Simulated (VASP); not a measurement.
Write the native input for VASP 6.6.1 that does the following.

```
Task                   : relaxation of cell and atoms
Functional             : PBE
Potentials or basis    : VASP PAW PBE potentials, release 64 (Al, Ru_sv)
Cutoff                 : 560 eV
k mesh                 : 3 × 3 × 3
Occupations            : gaussian, width 0.1 eV
Spin                   : no spin polarisation
Dipole correction      : no
Further INCAR settings : ALGO = Normal; EDIFF = 1e-07; ISYM = 0; IBRION = 2; EDIFFG = -0.04; NSW = 90; ISIF = 3
```

The structure of AlRu lies in POSCAR:

```
AlRu
1.0
    4.9432430000     -0.0468630000      0.1912350000
   -0.0468630000      4.8104130000      0.2863510000
    0.1912350000      0.2863510000      4.9503410000
Al Ru
4 4
Direct
    0.7790995009      0.0478982608      0.5874709731
    0.1238377529      0.6551376213      0.1176173940
    0.5108728898      0.6645021493      0.7995561314
    0.3708876234      0.1803170469      0.8891437966
    0.0393580369      0.5246841640      0.6379755904
    0.2936150439      0.0528360212      0.4103019456
    0.8506143957      0.1134870825      0.0738402987
    0.6047697069      0.5744189097      0.3003383412
```

These files were run (other wordings do the same):

INCAR

```
ALGO     = Normal         # electronic algorithm
EDIFF    = 1E-7           # SCF threshold, eV
EDIFFG   = -0.04          # ionic threshold
ENCUT    = 560            # plane-wave cutoff, eV
GGA      = PE             # functional
GGA_COMPAT= False        
IBRION   = 2              # ionic algorithm
ISIF     = 3              # what is computed and relaxed
ISMEAR   = 0              # smearing method
ISYM     = 0            
LASPH    = True           # aspherical terms in the spheres
LCHARG   = False          # write CHGCAR
LREAL    = False          # projectors in reciprocal space
LWAVE    = False          # write WAVECAR
NELM     = 120            # most SCF steps
NELMIN   = 4            
NSW      = 90             # ionic steps
PREC     = Accurate       # precision mode
SIGMA    = 0.1            # smearing width, eV
```

KPOINTS

```
k-points
0
Gamma
  3 3 3
```

Potentials or basis: VASP PAW PBE potentials, release 64 (Al, Ru_sv).

Command:

```console
$ cat potpaw_PBE.64/Al/POTCAR potpaw_PBE.64/Ru_sv/POTCAR > POTCAR
$ mpirun -np 1 vasp_std > vasp.out
```

It gave:

The relaxed volume is 13.94 Å³/atom and the relaxed cell is a = 4.905 Å, b = 4.367 Å, c = 5.215 Å, α = 89.95°, β = 86.96°, γ = 89.99°. The space group after relaxing (to 0.1 Å) is P2_1/m (No. 11) and the energy gained by relaxing is 397.9 meV/atom. The ionic steps are 44, the pressure after relaxing is 0.2 GPa and the largest force after relaxing is 0.029 eV/Å. The band gap on the k mesh is zero (bands 38 and 39 overlap by 0.18 eV).

Caveat: the k points lie up to 0.48 Å⁻¹ apart in the final cell.

Run time: 41 min on 1 thread of Intel(R) Xeon(R) Platinum 8375C CPU @ 2.90GHz (Ice Lake) (shared host), peak memory 0.28 GiB.
